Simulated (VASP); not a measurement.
A run of VASP 6.6.1:

File INCAR:

```
ALGO = Normal ; EDIFF = 1E-6
ENCUT = 520 ; GGA = PE
ISIF = 2 ; ISMEAR = 0
ISPIN = 2 ; LASPH = T
LCHARG = T ; LELF = T
LMAXMIX = 4 ; LORBIT = 11
LREAL = F ; LVHAR = T
LWAVE = F ; MAGMOM = 0 0 4 4 4 -4 -4 -4 0 0
NBANDS = 45 ; NELM = 150
PREC = Accurate ; SIGMA = 0.1
```

File KPOINTS:

```
k-points
0
Gamma
  10 10 5
```

File POSCAR:

```
AlFe3B
1.0
    3.8223220000      0.0000000000      3.8223220000
    0.0000000000      3.8223220000      3.8223220000
    0.0000000000      0.0000000000      7.6446440000
Al Fe B
2 6 2
Direct
    0.5000000000      0.5000000000      0.7500000000
    0.5000000000      0.5000000000      0.2500000000
    0.5000000000      0.0000000000      0.7500000000
    0.0000000000      0.5000000000      0.7500000000
    0.0000000000      0.0000000000      0.2500000000
    0.5000000000      0.0000000000      0.2500000000
    0.0000000000      0.5000000000      0.2500000000
    0.0000000000      0.0000000000      0.7500000000
    0.0000000000      0.0000000000      0.0000000000
    0.0000000000      0.0000000000      0.5000000000
```

Potentials or basis: VASP PAW PBE potentials, release 64 (Al, Fe, B).

Run with:

```console
$ cat potpaw_PBE.64/Al/POTCAR potpaw_PBE.64/Fe/POTCAR potpaw_PBE.64/B/POTCAR > POTCAR
$ mpirun -np 1 vasp_std > vasp.out
```

Hardware: 1 thread of Oxide Virtual Turin-like Processor, with other jobs on the host.

Question: Estimate the wall time of this run.

Answer: Wall time 30 min on 1 thread of Oxide Virtual Turin-like Processor (shared host), peak memory 0.6 GiB. Counts: scf iterations 16, k points 58.
